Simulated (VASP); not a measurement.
# SnO2 (P4_2/mnm) in VASP: further runs

The runs below take SnO2 through single point, with LDA.

Program: VASP 6.6.1. These are calculated values, not measurements. Logs are shortened: lines on timing, memory, paths and dates and some standing lists are left out, and cuts for length are marked.

### 1 The cell of the first run

Symmetry: P4_2/mnm, No. 136, tetragonal system. Conventional cell: a = 4.737 Å, b = 4.737 Å, c = 3.282 Å, α = 90.00°, β = 90.00°, γ = 90.00°. Within 2.7 Å of Sn (site symmetry mmm) lie 6 O at 2.05 to 2.09 Å. Within 2.7 Å of O (site symmetry m2m) lie 3 Sn at 2.05 to 2.09 Å and 1 O at 2.60 Å.

### 2 Single point, LDA (zz strain of +3 %)

The input, INCAR:

```
  PREC = Accurate
  ENCUT = 520
  EDIFF = 1E-6
  ISMEAR = -1
  SIGMA = 0.03
  LREAL = F
  LASPH = T
  NELM = 100
  ALGO = Normal
  ISIF = 2
  LWAVE = F
  LCHARG = F
  NBANDS = 35
```

The input, KPOINTS:

```
regular mesh
0
Gamma
  4 4 6
```

The input, POSCAR:

```
SnO2
1.0
    4.7373500000      0.0000000000      0.0000000000
    0.0000000000      4.7373500000      0.0000000000
    0.0000000000      0.0000000000      3.2819920000
Sn O
2 4
Direct
    0.0000000000      0.0000000000      0.0000000000
    0.5000000000      0.5000000000      0.5000000000
    0.3056200000      0.3056200000      0.0000000000
    0.1943800000      0.8056200000      0.5000000000
    0.6943800000      0.6943800000      0.0000000000
    0.8056200000      0.1943800000      0.5000000000
```

Potentials or basis: VASP PAW LDA potentials, release 64 (Sn_d, O).

The run is started by

```
$ cat potpaw_LDA.64/Sn_d/POTCAR potpaw_LDA.64/O/POTCAR > POTCAR
$ mpirun -np 1 vasp_std > vasp.out
```

OUTCAR:

```text
PREC = Accurate
   ENCUT = 520
   EDIFF = 1E-6
   ISMEAR = -1
   LREAL = F
   LASPH = T
   NELM = 100
   ISIF = 2

 ion  position               nearest neighbor table
   1  0.000  0.000  0.000-   3 2.05   5 2.05   4 2.09   6 2.09   4 2.09   6 2.09   2 3.73   2 3.73
                             2 3.73   2 3.73   2 3.73   2 3.73   2 3.73   2 3.73
   2  0.500  0.500  0.500-   4 2.05   6 2.05   5 2.09   3 2.09   3 2.09   5 2.09   1 3.73   1 3.73
                             1 3.73   1 3.73   1 3.73   1 3.73   1 3.73   1 3.73
   3  0.306  0.306  0.000-   1 2.05   2 2.09   2 2.09
   4  0.194  0.806  0.500-   2 2.05   1 2.09   1 2.09
   5  0.694  0.694  0.000-   1 2.05   2 2.09   2 2.09
   6  0.806  0.194  0.500-   2 2.05   1 2.09   1 2.09

  LATTYP: Found a simple tetragonal cell.
 ALAT       =     4.7373500000
 C/A-ratio  =     0.6927906952

  Lattice vectors:

 A1 = (   4.7373500000,   0.0000000000,   0.0000000000)
 A2 = (   0.0000000000,   4.7373500000,   0.0000000000)
 A3 = (   0.0000000000,   0.0000000000,   3.2819920000)

Analysis of symmetry for initial positions (statically):
=====================================================================
 Subroutine PRICEL returns:
 Original cell was already a primitive cell.

 Routine SETGRP: Setting up the symmetry group for a
 simple tetragonal supercell.

 Subroutine GETGRP returns: Found 16 space group operations
 (whereof  8 operations were pure point group operations)
 out of a pool of 16 trial point group operations.

The static configuration has the point symmetry D_2h.
 The point group associated with its full space group is D_4h.

Analysis of symmetry for dynamics (positions and initial velocities):
=====================================================================
 Subroutine PRICEL returns:
 Original cell was already a primitive cell.

 Routine SETGRP: Setting up the symmetry group for a
 simple tetragonal supercell.

 Subroutine GETGRP returns: Found 16 space group operations
 (whereof  8 operations were pure point group operations)
 out of a pool of 16 trial point group operations.

The dynamic configuration has the point symmetry D_2h.
 The point group associated with its full space group is D_4h.

 Subroutine INISYM returns: Found 16 space group operations
 (whereof  8 operations are pure point group operations),
 and found     1 'primitive' translations

----------------------------------------------------------------------------------------

                                     Primitive cell

  volume of cell :      73.6561

  direct lattice vectors                    reciprocal lattice vectors
     4.737350000  0.000000000  0.000000000     0.211088478  0.000000000  0.000000000
     0.000000000  4.737350000  0.000000000     0.000000000  0.211088478  0.000000000
     0.000000000  0.000000000  3.281992000     0.000000000  0.000000000  0.304693004

  length of vectors
     4.737350000  4.737350000  3.281992000     0.211088478  0.211088478  0.304693004

  position of ions in fractional coordinates (direct lattice)
     0.000000000  0.000000000  0.000000000
     0.500000000  0.500000000  0.500000000
     0.305620000  0.305620000  0.000000000
     0.194380000  0.805620000  0.500000000
     0.694380000  0.694380000  0.000000000
     0.805620000  0.194380000  0.500000000

  ion indices of the primitive-cell ions
   primitive index   ion index
                 1           1
                 2           2
                 3           3
                 4           4
                 5           5
                 6           6

----------------------------------------------------------------------------------------

 KPOINTS: regular mesh

Automatic generation of k-mesh.
 Grid dimensions read from file:
 generate k-points for:    4    4    6

 Generating k-lattice:

  Cartesian coordinates                     Fractional coordinates (reciprocal lattice)
     0.052772119  0.000000000  0.000000000     0.250000000  0.000000000  0.000000000
     0.000000000  0.052772119  0.000000000     0.000000000  0.250000000  0.000000000
     0.000000000  0.000000000  0.050782167     0.000000000  0.000000000  0.166666667

  Length of vectors
     0.052772119  0.052772119  0.050782167

  Shift w.r.t. Gamma in fractional coordinates (k-lattice)
     0.000000000  0.000000000  0.000000000

 Subroutine IBZKPT returns following result:
 ===========================================

 Found     24 irreducible k-points:

 Following reciprocal coordinates:
            Coordinates               Weight
  0.000000  0.000000  0.000000      1.000000
  0.250000  0.000000  0.000000      4.000000
  0.500000  0.000000  0.000000      2.000000
  0.250000  0.250000  0.000000      4.000000
  0.500000  0.250000  0.000000      4.000000
  0.500000  0.500000  0.000000      1.000000
[... 16 lines left out ...]
  0.500000  0.250000  0.500000      4.000000
  0.500000  0.500000  0.500000      1.000000
   k-points           NKPTS =     24   k-points in BZ     NKDIM =     24   number of bands    NBANDS=     35
   number of dos      NEDOS =    301   number of ions     NIONS =      6
   total plane-waves  NPLWV =  31104
   dimension x,y,z NGX =    36 NGY =   36 NGZ =   24
   dimension x,y,z NGXF=    72 NGYF=   72 NGZF=   48
   ions per type =               2   4
   NGX,Y,Z   is equivalent  to a cutoff of  12.63, 12.63, 12.16 a.u.
   NGXF,Y,Z  is equivalent  to a cutoff of  25.27, 25.27, 24.31 a.u.
 SYSTEM =  unknown system
   PREC   = accura    normal or accurate (medium, high low for compatibility)
   ISTART =      0    job   : 0-new  1-cont  2-samecut
   ICHARG =      2    charge: 1-file 2-atom 10-const
   ISPIN  =      1    spin polarized calculation?
   LNONCOLLINEAR =      F non collinear calculations
   LSORBIT =      F    spin-orbit coupling
   LASPH  =      T    aspherical Exc in radial PAW
   ENCUT  =  520.0 eV  38.22 Ry    6.18 a.u.   8.81  8.81  6.10*2*pi/ulx,y,z
   NELM   =    100;   NELMIN=  2; NELMDL= -5     # of ELM steps
   EDIFF  = 0.1E-05   stopping-criterion for ELM
   LREAL  =      F    real-space projection
   EDIFFG = 0.1E-04   stopping-criterion for IOM
   NSW    =      0    number of steps for IOM
   IBRION =     -1    ionic relax: 0-MD 1-quasi-New 2-CG
   NFREE  =      0    steps in history (QN), initial steepest desc. (CG)
   ISIF   =      2    stress and relaxation
   ISYM   =      2    0-nonsym 1-usesym 2-fastsym
   POTIM  = 0.5000    time-step for ionic-motion
   TEBEG  =    0.0;   TEEND  =   0.0 temperature during run
   PSTRESS=    0.0 pullay stress
   NELECT =      52.0000    total number of electrons
   NUPDOWN=      -1.0000    fix difference up-down
   EMIN   =  10.00;   EMAX   =-10.00  energy-range for DOS
   EFERMI =   0.00;   METHOD = LEGACY
   ISMEAR =    -1;   SIGMA  =   0.03  broadening in eV -4-tet -1-fermi 0-gaus
   EFERMI_NEDOS =   21; number of points for ismear=-14 and -15
   IALGO  =     38    algorithm
   IMIX   =      4    mixing-type and parameters
     AMIX     =   0.40;   BMIX     =  1.00
     AMIX_MAG =   1.60;   BMIX_MAG =  1.00
  volume/ion in A,a.u.               =      12.28        82.84
  Fermi-wavevector in a.u.,A,eV,Ry     =   1.457717  2.754685 28.911536  2.124938
  Thomas-Fermi vector in A             =   2.574486
   LORBIT       =      0    0 simple, 1 ext, 2 COOP (PROOUT), +10 PAW based schemes
   GGA     = CA    functional components
   LHFCALC =     F    Hartree Fock is set to
   AEXX    =    0.0000 exact exchange contribution
   IVDW    =     0    specifies the selected vdW correction
   LEPSILON=     F    determine dielectric tensor
   LRPA    =     F    only Hartree local field effects (RPA)
 non-spin polarized calculation
  energy-cutoff  :      520.00
  volume of cell :       73.66
 maximum number of plane-waves:      2032
 NGX is ok and might be reduce to    36
   NGX = 17   NGY = 17   NGZ = 13

 number of electron      51.9999986 magnetization

 Free energy of the ion-electron system (eV)
  ---------------------------------------------------
  ext. energy  EPLUGINS =         0.00000000
  ---------------------------------------------------
  free energy    TOTEN  =       -42.20796295 eV

  energy without entropy =      -42.20796284  energy(sigma->0) =      -42.20796290

 E-fermi :   5.8875     XC(G=0): -11.6605

 val. band max:        5.5318314187   @ k =   0.0000   0.0000   0.0000
 cond. band min:       6.2430874993   @ k =   0.0000   0.0000   0.0000
 fundamental gap:      0.7112560806
 Fermi energy:         5.8874824039

 k-point     1 :       0.0000    0.0000    0.0000
  band No.  band energies     occupation
      1     -15.4182      2.00000
      2     -14.6720      2.00000
      3     -14.5108      2.00000
      4     -14.4884      2.00000
      5     -14.4884      2.00000
      6     -14.4563      2.00000
[... 27 lines left out ...]
     34      17.2900      0.00000
     35      17.7023      0.00000

 k-point     2 :       0.2500    0.0000    0.0000
  band No.  band energies     occupation
      1     -15.3280      2.00000
      2     -14.7881      2.00000
      3     -14.5103      2.00000
      4     -14.4945      2.00000
      5     -14.4845      2.00000
      6     -14.4843      2.00000
[... 27 lines left out ...]
     34      17.3894      0.00000
     35      17.6836      0.00000

 k-point     3 :       0.5000    0.0000    0.0000
  band No.  band energies     occupation
      1     -15.0815      2.00000
      2     -15.0815      2.00000
      3     -14.5088      2.00000
      4     -14.5088      2.00000
      5     -14.4803      2.00000
      6     -14.4803      2.00000
[... 27 lines left out ...]
     34      17.2014      0.00000
     35      17.6249      0.00000
[... 723 lines left out ...]
 k-point    23 :       0.5000    0.2500    0.5000
  band No.  band energies     occupation
      1     -15.2432      2.00000
      2     -15.2432      2.00000
      3     -14.6395      2.00000
      4     -14.6395      2.00000
      5     -14.3472      2.00000
      6     -14.3472      2.00000
[... 27 lines left out ...]
     34      16.5747      0.00000
     35      17.9634      0.00000

 k-point    24 :       0.5000    0.5000    0.5000
  band No.  band energies     occupation
      1     -15.1197      2.00000
      2     -15.1197      2.00000
      3     -14.8194      2.00000
      4     -14.8194      2.00000
      5     -14.3397      2.00000
      6     -14.3397      2.00000
[... 27 lines left out ...]
     34      16.1255      0.00000
     35      18.3947      0.00000

------------------------ aborting loop because EDIFF is reached ----------------------------------------

  FORCE on cell =-STRESS in cart. coord.  units (eV):
  Direction    XX          YY          ZZ          XY          YZ          ZX
  --------------------------------------------------------------------------------------
  -------------------------------------------------------------------------------------
  Total       -2.1120578     -2.1120578     -5.2116371      0.0000000      0.0000000      0.0000000
  in kB      -45.9417908    -45.9417908   -113.3642935      0.0000000      0.0000000      0.0000000
  external PRESSURE =     -68.4159584 kB  Pullay stress =       0.0000000 kB

 VOLUME and BASIS-vectors are now :
 -----------------------------------------------------------------------------
  energy-cutoff  :      520.00
  volume of cell :       73.66
      direct lattice vectors                 reciprocal lattice vectors
     4.737350000  0.000000000  0.000000000     0.211088478  0.000000000  0.000000000
     0.000000000  4.737350000  0.000000000     0.000000000  0.211088478  0.000000000
     0.000000000  0.000000000  3.281992000     0.000000000  0.000000000  0.304693004

 POSITION                                       TOTAL-FORCE (eV/Angst)
 -----------------------------------------------------------------------------------
      0.00000      0.00000      0.00000         0.000000      0.000000      0.000000
      2.36868      2.36868      1.64100         0.000000      0.000000      0.000000
      1.44783      1.44783      0.00000         0.153672      0.153672     -0.000000
      0.92085      3.81650      1.64100        -0.153672      0.153672     -0.000000
      3.28952      3.28952      0.00000        -0.153672     -0.153672      0.000000
      3.81650      0.92085      1.64100         0.153672     -0.153672      0.000000
 -----------------------------------------------------------------------------------
    total drift:                                0.000000      0.000000      0.000000

  FREE ENERGIE OF THE ION-ELECTRON SYSTEM (eV)
  ---------------------------------------------------
  free  energy   TOTEN  =       -42.2079629542 eV

  energy  without entropy=      -42.2079628399  energy(sigma->0) =      -42.20796290
```

Wall time 56 s (1 thread of Intel Xeon 8259CL, shared host); peak memory 0.18 GiB.

What came out:

```yaml
Free_energy: -42.2080 eV
Pressure: -6.8 GPa
Largest_force: 0.217 eV/Å
Band_gap_on_the_k_mesh: 0.71 eV
```

Forces in eV/Å, atoms in the order of the input:
```
Sn   0.000  0.000  0.000
Sn   0.000  0.000  0.000
O    0.154  0.154  0.000
O   -0.154  0.154  0.000
O   -0.154 -0.154  0.000
O    0.154 -0.154  0.000
```

Stress tensor (GPa, compression positive):
```
 -4.59   0.00   0.00
  0.00  -4.59   0.00
  0.00   0.00 -11.34
```

Caveat: the cell differs from its parent crystal (zz strain of +3 %); the cell stands under tension; spin-orbit coupling is left out, which moves the levels of the heavy elements.

### 3 Single point, LDA (equal xx and yy strain of +2 %)

The input, INCAR:

```
SYSTEM = SnO2
PREC = Accurate
ENCUT = 520
EDIFF = 1E-6
ISMEAR = -1
SIGMA = 0.03
LREAL = .False.
LASPH = .True.
NELM = 60
ALGO = Normal
ISIF = 2
LWAVE = .False.
LCHARG = .False.
NBANDS = 35
```

The input, KPOINTS:

```
regular mesh
0
Gamma
  4 4 6
  0 0 0
```

Edit POSCAR of step 2 so:

```diff
@@ -2,5 +2,5 @@
 1.0
-    4.7373500000      0.0000000000      0.0000000000
-    0.0000000000      4.7373500000      0.0000000000
-    0.0000000000      0.0000000000      3.2819920000
+    4.8320970000      0.0000000000      0.0000000000
+    0.0000000000      4.8320970000      0.0000000000
+    0.0000000000      0.0000000000      3.1864000000
 Sn O
```

Potentials or basis: VASP PAW LDA potentials, release 64 (Sn_d, O).

The run is started by

```
$ cat potpaw_LDA.64/Sn_d/POTCAR potpaw_LDA.64/O/POTCAR > POTCAR
$ mpirun -np 1 vasp_std > vasp.out
```

Run time: 55 s. Hardware: 1 thread of Intel Xeon 8259CL, shared host; peak memory 0.18 GiB.

Results (log left out):

* Free energy: -42.2060 eV
* Pressure: -7.0 GPa
* Largest force: 0.140 eV/Å
* Band gap on the k mesh: 0.75 eV

Forces on the atoms (eV/Å):
```
Sn   0.000  0.000  0.000
Sn   0.000  0.000  0.000
O    0.099  0.099  0.000
O   -0.099  0.099  0.000
O   -0.099 -0.099  0.000
O    0.099 -0.099  0.000
```

Stress tensor (GPa, compression positive):
```
-7.98  0.00  0.00
 0.00 -7.98  0.00
 0.00  0.00 -5.00
```

Levels at points of the mesh, in eV from the valence-band top:
| k point | band 22 | band 23 | band 24 | band 25 | band 26 | band 27 | band 28 | band 29 | band 30 | band 31 |
| --- | --- | --- | --- | --- | --- | --- | --- | --- | --- | --- |
| (0.00, 0.00, 0.00) | -1.25 | -1.25 | -0.80 | -0.80 | 0.00 | 0.75 | 5.78 | 5.99 | 5.99 | 9.82 |
| (0.50, 0.00, 0.00) | -2.00 | -1.21 | -1.21 | -0.65 | -0.65 | 3.90 | 3.90 | 6.75 | 6.75 | 10.22 |
| (0.50, 0.50, 0.00) | -1.97 | -1.32 | -1.32 | -0.92 | -0.92 | 4.34 | 4.34 | 7.12 | 7.12 | 10.26 |
| (0.00, 0.00, 0.50) | -2.71 | -1.61 | -1.61 | -1.23 | -1.23 | 5.56 | 5.56 | 9.13 | 9.13 | 10.27 |
| (0.50, 0.00, 0.50) | -1.74 | -1.08 | -1.08 | -0.81 | -0.81 | 5.81 | 5.81 | 7.39 | 7.39 | 10.57 |
| (0.50, 0.50, 0.50) | -2.54 | -0.97 | -0.97 | -0.84 | -0.84 | 4.23 | 4.23 | 8.41 | 8.41 | 10.45 |

Caveat: the cell differs from its parent crystal (equal xx and yy strain of +2 %); the cell stands under tension; spin-orbit coupling is left out, which moves the levels of the heavy elements.
